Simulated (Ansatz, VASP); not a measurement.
## One calculation of Be24NO, two programs

```
Be N O
1.0
     4.52544    0.00000    0.00000
     0.00000    7.13362    0.00000
     0.00000    0.00000   22.36855
Be N O
24 1 1
Direct
  0.00000 0.37500 0.17882
  0.00000 0.87500 0.17882
  0.50000 0.37500 0.17882
  0.50000 0.87500 0.17882
  0.25000 0.12500 0.20802
  0.25000 0.62500 0.20802
  0.75000 0.12500 0.20802
  0.75000 0.62500 0.20802
  0.25000 0.37500 0.26643
  0.25000 0.87500 0.26643
  0.75000 0.37500 0.26643
  0.75000 0.87500 0.26643
  0.00000 0.12500 0.29031
  0.00000 0.62500 0.29031
  0.50000 0.12500 0.29031
  0.50000 0.62500 0.29031
  0.00000 0.37500 0.35468
  0.00000 0.87500 0.35468
  0.50000 0.37500 0.35468
  0.50000 0.87500 0.35468
  0.25000 0.12500 0.37412
  0.25000 0.62500 0.37412
  0.75000 0.12500 0.37412
  0.75000 0.62500 0.37412
  0.75000 0.45833 0.46040
  0.88492 0.59325 0.47406
```

Alike in both runs: task single point; functional PBE; k mesh 6 × 4 × 1; occupations gaussian, width 0.1 eV; collinear spin.

|  | VASP | Ansatz |
| --- | --- | --- |
| version | VASP 6.6.1 | Ansatz 0.2.0 |
| potentials or method | VASP PAW PBE potentials, release 64 (Be, N, O), cutoff 520 eV | scalar-relativistic, plane waves, PAW |
| valence electrons in the cell | 59 | 59 |

|  | VASP | Ansatz | Ansatz less VASP |
| --- | --- | --- | --- |
| gap on the k mesh at the Fermi level (eV) | none | none | - |
| rms of the force components (eV/Å) | 0.310 | 0.237 | -0.0726 |
| net moment per atom (μB) | 0.00 | 0.02 | +0.024 |
| size of the moment on the site where the two differ most (μB) | 0.00 | 0.15 | +0.152 |
| work function, face that differs most (eV) | 4.70 | 4.71 | +0.015 |

Site moments also hang on the region over which each program counts them. Atom by atom the forces differ by 0.141 eV/Å (rms over components). A gap of «none» marks a metal or a gap that the smearing closes.

Noted on VASP's run: the standard files for N, O and F lose accuracy on very short bonds.
